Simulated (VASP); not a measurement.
Runs of VASP 6.6.1 on Ge. Symmetry: Fd-3m, No. 227, cubic system. Conventional cell: a = 5.760 Å, b = 5.760 Å, c = 5.760 Å, α = 90.00°, β = 90.00°, γ = 90.00°. Ge (site symmetry -43m) has 4 Ge at 2.49 Å within 3.3 Å. 

```tsv
level	k mesh	smearing	gap on the mesh (eV)	pressure (GPa)
PBE	6 × 6 × 6	fermi-dirac 0.02 eV	none	0.1
PBE	4 × 4 × 4	fermi-dirac 0.05 eV	none	(a)
PBE	8 × 8 × 8	fermi-dirac 0.1 eV	none	0.1
r2SCAN	6 × 6 × 6	fermi-dirac 0.02 eV	none	-2.7
```

Alike in all rows: task single point; potentials or basis VASP PAW PBE potentials, release 64 (Ge_d); no spin polarisation; cell as given; cutoff (eV) 520.

Q: Fill in the values left out.

A: (a) 1.1.

Caveats: some runs use coarse meshes; the PAW data sets were made with another functional, which shifts forces and pressure a little (some runs).

A k mesh can miss the band edges, and the runs leave out spin-orbit coupling on Ge.

A gap of «none» marks levels without a gap at the run's occupations.
